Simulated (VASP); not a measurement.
# MgAg2GeSe4 (I-42m) in VASP: single point with PBEsol

Aim: the single point of MgAg2GeSe4 with PBEsol.

Everything below comes from runs of VASP 6.6.1. Logs are shortened: lines on timing, memory, paths and dates and some standing lists are left out, and cuts for length are marked.

### Step 1. The cell of the first run

It takes space group I-42m (No. 121, tetragonal). Conventional cell: a = 5.843 Å, b = 5.843 Å, c = 11.861 Å, α = 90.00°, β = 90.00°, γ = 90.00°. Within 3.4 Å of Ag (site symmetry -4) lie 4 Se at 2.59 Å. Mg (site symmetry -42m) has 4 Se at 2.62 Å within 3.5 Å. Ge (site symmetry -42m) has 4 Se at 2.39 Å within 3.2 Å. Se (site symmetry m) has 1 Ge at 2.39 Å and 2 Ag at 2.59 Å and 1 Mg at 2.62 Å within 3.2 Å.

### Step 2. Single point, PBEsol

INCAR

```
SYSTEM = MgAg2GeSe4
ALGO = Normal
EDIFF = 1E-6
ENCUT = 520
GGA = PS
ISIF = 2
ISMEAR = -1
LASPH = .TRUE.
LCHARG = .FALSE.
LREAL = .FALSE.
LWAVE = .FALSE.
NBANDS = 41
NELM = 100
PREC = Accurate
SIGMA = 0.03
```

KPOINTS

```
k-points
0
G
  6 6 6
  0 0 0
```

POSCAR

```
MgAg2GeSe4
1.0
   -2.9214288917      2.9214288917      5.9303218552
    2.9214288917     -2.9214288917      5.9303218552
    2.9214288917      2.9214288917     -5.9303218552
Ag Mg Ge Se
2 1 1 4
Direct
    0.7500000000      0.2500000000      0.5000000000
    0.2500000000      0.7500000000      0.5000000000
    0.0000000000      0.0000000000      0.0000000000
    0.5000000000      0.5000000000      0.0000000000
    0.8528096144      0.8528096144      0.4672757512
    0.1471903856      0.6144661368      0.0000000000
    0.6144661368      0.1471903856      0.0000000000
    0.3855338632      0.3855338632      0.5327242488
```

Potentials or basis: VASP PAW PBE potentials, release 64 (Ag, Mg, Ge_d, Se).

The run is started by

```bash
cat potpaw_PBE.64/Ag/POTCAR potpaw_PBE.64/Mg/POTCAR potpaw_PBE.64/Ge_d/POTCAR potpaw_PBE.64/Se/POTCAR > POTCAR
mpirun -np 1 vasp_std > vasp.out
```

OUTCAR:

```text
SYSTEM = MgAg2GeSe4
   EDIFF = 1E-6
   ENCUT = 520
   GGA = PS
   ISIF = 2
   ISMEAR = -1
   LASPH = .TRUE.
   LREAL = .FALSE.
   NELM = 100
   PREC = Accurate

 ion  position               nearest neighbor table
   1  0.750  0.250  0.500-   5 2.59   6 2.59   8 2.59   7 2.59
   2  0.250  0.750  0.500-   5 2.59   7 2.59   8 2.59   6 2.59
   3  0.000  0.000  0.000-   8 2.62   6 2.62   7 2.62   5 2.62
   4  0.500  0.500  0.000-   8 2.39   6 2.39   7 2.39   5 2.39
   5  0.853  0.853  0.467-   4 2.39   2 2.59   1 2.59   3 2.62
   6  0.147  0.614  0.000-   4 2.39   2 2.59   1 2.59   3 2.62
   7  0.614  0.147  0.000-   4 2.39   1 2.59   2 2.59   3 2.62
   8  0.386  0.386  0.533-   4 2.39   2 2.59   1 2.59   3 2.62

  LATTYP: Found a body centered tetragonal cell.
 ALAT       =     5.8428577834
 C/A-ratio  =     2.0299387988

  Lattice vectors:

 A1 = (  -2.9214288917,   2.9214288917,   5.9303218552)
 A2 = (   2.9214288917,  -2.9214288917,   5.9303218552)
 A3 = (   2.9214288917,   2.9214288917,  -5.9303218552)

Analysis of symmetry for initial positions (statically):
=====================================================================
 Subroutine PRICEL returns:
 Original cell was already a primitive cell.

 Routine SETGRP: Setting up the symmetry group for a
 body centered tetragonal supercell.

 Subroutine GETGRP returns: Found  8 space group operations
 (whereof  8 operations were pure point group operations)
 out of a pool of 16 trial point group operations.

The static configuration has the point symmetry D_2d.

Analysis of symmetry for dynamics (positions and initial velocities):
=====================================================================
 Subroutine PRICEL returns:
 Original cell was already a primitive cell.

 Routine SETGRP: Setting up the symmetry group for a
 body centered tetragonal supercell.

 Subroutine GETGRP returns: Found  8 space group operations
 (whereof  8 operations were pure point group operations)
 out of a pool of 16 trial point group operations.

The dynamic configuration has the point symmetry D_2d.

 Subroutine INISYM returns: Found  8 space group operations
 (whereof  8 operations are pure point group operations),
 and found     1 'primitive' translations

----------------------------------------------------------------------------------------

                                     Primitive cell

  volume of cell :     202.4552

  direct lattice vectors                    reciprocal lattice vectors
    -2.921428892  2.921428892  5.930321855     0.000000000  0.171149125  0.084312456
     2.921428892 -2.921428892  5.930321855     0.171149125  0.000000000  0.084312456
     2.921428892  2.921428892 -5.930321855     0.171149125  0.171149125  0.000000000

  length of vectors
     7.227600628  7.227600628  7.227600628     0.190789448  0.190789448  0.242041414

  position of ions in fractional coordinates (direct lattice)
     0.750000000  0.250000000  0.500000000
     0.250000000  0.750000000  0.500000000
     0.000000000  0.000000000  0.000000000
     0.500000000  0.500000000  0.000000000
     0.852809614  0.852809614  0.467275751
     0.147190386  0.614466137  0.000000000
     0.614466137  0.147190386  0.000000000
     0.385533863  0.385533863  0.532724249

  ion indices of the primitive-cell ions
   primitive index   ion index
                 1           1
                 2           2
                 3           3
                 4           4
                 5           5
                 6           6
                 7           7
                 8           8

----------------------------------------------------------------------------------------

 KPOINTS: k-points

Automatic generation of k-mesh.
 Grid dimensions read from file:
 generate k-points for:    6    6    6

 Generating k-lattice:

  Cartesian coordinates                     Fractional coordinates (reciprocal lattice)
     0.000000000  0.028524854  0.014052076     0.166666667  0.000000000  0.000000000
     0.028524854  0.000000000  0.014052076     0.000000000  0.166666667  0.000000000
     0.028524854  0.028524854  0.000000000     0.000000000  0.000000000  0.166666667

  Length of vectors
     0.031798241  0.031798241  0.040340236

  Shift w.r.t. Gamma in fractional coordinates (k-lattice)
     0.000000000  0.000000000  0.000000000

 Subroutine IBZKPT returns following result:
 ===========================================

 Found     30 irreducible k-points:

 Following reciprocal coordinates:
            Coordinates               Weight
  0.000000  0.000000  0.000000      1.000000
  0.166667  0.000000  0.000000      8.000000
  0.333333  0.000000 -0.000000      8.000000
  0.500000 -0.000000  0.000000      4.000000
  0.166667  0.166667  0.000000      8.000000
  0.333333  0.166667  0.000000     16.000000
[... 16 lines left out ...]
 -0.333333 -0.333333  0.166667      8.000000
 -0.166667 -0.333333  0.166667      8.000000
 [... further k-points ...]
   k-points           NKPTS =     30   k-points in BZ     NKDIM =     30   number of bands    NBANDS=     41
   number of dos      NEDOS =    301   number of ions     NIONS =      8
   total plane-waves  NPLWV = 157464
   dimension x,y,z NGX =    54 NGY =   54 NGZ =   54
   dimension x,y,z NGXF=   108 NGYF=  108 NGZF=  108
   ions per type =               2   1   1   4
   NGX,Y,Z   is equivalent  to a cutoff of  12.42, 12.42, 12.42 a.u.
   NGXF,Y,Z  is equivalent  to a cutoff of  24.84, 24.84, 24.84 a.u.
 SYSTEM =  MgAg2GeSe4
   PREC   = accura    normal or accurate (medium, high low for compatibility)
   ISTART =      0    job   : 0-new  1-cont  2-samecut
   ICHARG =      2    charge: 1-file 2-atom 10-const
   ISPIN  =      1    spin polarized calculation?
   LNONCOLLINEAR =      F non collinear calculations
   LSORBIT =      F    spin-orbit coupling
   LASPH  =      T    aspherical Exc in radial PAW
   ENCUT  =  520.0 eV  38.22 Ry    6.18 a.u.  13.44 13.44 13.44*2*pi/ulx,y,z
   NELM   =    100;   NELMIN=  2; NELMDL= -5     # of ELM steps
   EDIFF  = 0.1E-05   stopping-criterion for ELM
   LREAL  =      F    real-space projection
   EDIFFG = 0.1E-04   stopping-criterion for IOM
   NSW    =      0    number of steps for IOM
   IBRION =     -1    ionic relax: 0-MD 1-quasi-New 2-CG
   NFREE  =      0    steps in history (QN), initial steepest desc. (CG)
   ISIF   =      2    stress and relaxation
   ISYM   =      2    0-nonsym 1-usesym 2-fastsym
   POTIM  = 0.5000    time-step for ionic-motion
   TEBEG  =    0.0;   TEEND  =   0.0 temperature during run
   PSTRESS=    0.0 pullay stress
   NELECT =      62.0000    total number of electrons
   NUPDOWN=      -1.0000    fix difference up-down
   EMIN   =  10.00;   EMAX   =-10.00  energy-range for DOS
   EFERMI =   0.00;   METHOD = LEGACY
   ISMEAR =    -1;   SIGMA  =   0.03  broadening in eV -4-tet -1-fermi 0-gaus
   EFERMI_NEDOS =   21; number of points for ismear=-14 and -15
   IALGO  =     38    algorithm
   IMIX   =      4    mixing-type and parameters
     AMIX     =   0.40;   BMIX     =  1.00
     AMIX_MAG =   1.60;   BMIX_MAG =  1.00
  volume/ion in A,a.u.               =      25.31       170.78
  Fermi-wavevector in a.u.,A,eV,Ry     =   1.103475  2.085265 16.567225  1.217657
  Thomas-Fermi vector in A             =   2.239933
   LORBIT       =      0    0 simple, 1 ext, 2 COOP (PROOUT), +10 PAW based schemes
   GGA     = PS    functional components
   LHFCALC =     F    Hartree Fock is set to
   AEXX    =    0.0000 exact exchange contribution
   IVDW    =     0    specifies the selected vdW correction
   LEPSILON=     F    determine dielectric tensor
   LRPA    =     F    only Hartree local field effects (RPA)
 non-spin polarized calculation
  energy-cutoff  :      520.00
  volume of cell :      202.46
 maximum number of plane-waves:      5478
 NGX is ok and might be reduce to    54
   NGX = 27   NGY = 27   NGZ = 27

 number of electron      62.0000008 magnetization

 Free energy of the ion-electron system (eV)
  ---------------------------------------------------
  ext. energy  EPLUGINS =         0.00000000
  ---------------------------------------------------
  free energy    TOTEN  =       -31.94630567 eV

  energy without entropy =      -31.94585165  energy(sigma->0) =      -31.94607866

 E-fermi :   3.0895     XC(G=0):  -9.2412

 val. band max:        3.0243825648   @ k =   0.0000   0.0000   0.0000
 cond. band min:       3.1192777311   @ k =   0.0000   0.0000   0.0000
 fundamental gap:      0.0948951663
 Fermi energy:         3.0895422700

 k-point     1 :       0.0000    0.0000    0.0000
  band No.  band energies     occupation
      1     -22.1938      2.00000
      2     -22.1938      2.00000
      3     -22.1831      2.00000
      4     -22.1647      2.00000
      5     -22.1517      2.00000
      6     -10.9634      2.00000
[... 33 lines left out ...]
     40       8.3237      0.00000
     41       9.1523      0.00000

 k-point     2 :       0.1667    0.0000    0.0000
  band No.  band energies     occupation
      1     -22.1938      2.00000
      2     -22.1938      2.00000
      3     -22.1831      2.00000
      4     -22.1647      2.00000
      5     -22.1517      2.00000
      6     -10.9127      2.00000
[... 33 lines left out ...]
     40       8.5177      0.00000
     41       8.8557      0.00000

 k-point     3 :       0.3333    0.0000   -0.0000
  band No.  band energies     occupation
      1     -22.1939      2.00000
      2     -22.1938      2.00000
      3     -22.1831      2.00000
      4     -22.1647      2.00000
      5     -22.1517      2.00000
      6     -10.7928      2.00000
[... 875 lines left out ...]
      2     -22.1938      2.00000
      3     -22.1831      2.00000
      4     -22.1647      2.00000
      5     -22.1517      2.00000
      6     -10.7782      2.00000
[... 33 lines left out ...]
     40       8.5588      0.00000
     41       8.7213      0.00000

 k-point    24 :      -0.1667   -0.3333    0.1667
  band No.  band energies     occupation
      1     -22.1938      2.00000
      2     -22.1938      2.00000
      3     -22.1831      2.00000
      4     -22.1647      2.00000
      5     -22.1517      2.00000
      6     -10.8493      2.00000
[... 33 lines left out ...]
     40       8.4401      0.00000
     41       8.6021      0.00000

 [... further k-points ...]

------------------------ aborting loop because EDIFF is reached ----------------------------------------

  FORCE on cell =-STRESS in cart. coord.  units (eV):
  Direction    XX          YY          ZZ          XY          YZ          ZX
  --------------------------------------------------------------------------------------
  -------------------------------------------------------------------------------------
  Total       -0.0047548     -0.0047548      0.0333583      0.0000000      0.0000000      0.0000000
  in kB       -0.0376286     -0.0376286      0.2639892      0.0000000      0.0000000      0.0000000
  external PRESSURE =       0.0629107 kB  Pullay stress =       0.0000000 kB

 VOLUME and BASIS-vectors are now :
 -----------------------------------------------------------------------------
  energy-cutoff  :      520.00
  volume of cell :      202.46
      direct lattice vectors                 reciprocal lattice vectors
    -2.921428892  2.921428892  5.930321855     0.000000000  0.171149125  0.084312456
     2.921428892 -2.921428892  5.930321855     0.171149125  0.000000000  0.084312456
     2.921428892  2.921428892 -5.930321855     0.171149125  0.171149125  0.000000000

 POSITION                                       TOTAL-FORCE (eV/Angst)
 -----------------------------------------------------------------------------------
     -0.00000      2.92143      2.96516         0.000000      0.000000     -0.000000
      2.92143     -0.00000      2.96516         0.000000      0.000000     -0.000000
      0.00000      0.00000      0.00000         0.000000     -0.000000     -0.000000
      0.00000      0.00000      5.93032         0.000000      0.000000     -0.000000
      1.36511      1.36511      7.34378         0.007371      0.007371      0.002065
      1.36511     -1.36511      4.51687         0.007371     -0.007371     -0.002065
     -1.36511      1.36511      4.51687        -0.007371      0.007371     -0.002065
      1.55632      1.55632      1.41345        -0.007371     -0.007371      0.002065
 -----------------------------------------------------------------------------------
    total drift:                                0.000002      0.000002     -0.000000

  FREE ENERGIE OF THE ION-ELECTRON SYSTEM (eV)
  ---------------------------------------------------
  free  energy   TOTEN  =       -31.9463056721 eV

  energy  without entropy=      -31.9458516474  energy(sigma->0) =      -31.94607866
```

Wall time 7.8 min (1 thread of Oxide Virtual Turin-like, shared host); peak memory 0.53 GiB.

What came out:

```
Free energy            : -31.9463 eV
Pressure               : 0.0 GPa
Largest force          : 0.011 eV/Å
Band gap on the k mesh : 0.09 eV, direct
```

Forces on the atoms (eV/Å):
```
Ag   0.000  0.000  0.000
Ag   0.000  0.000  0.000
Mg   0.000  0.000  0.000
Ge   0.000  0.000  0.000
Se   0.007  0.007  0.002
Se   0.007 -0.007 -0.002
Se  -0.007  0.007 -0.002
Se  -0.007 -0.007  0.002
```

Caveat: the PAW data sets were made with another functional, which shifts forces and pressure a little.
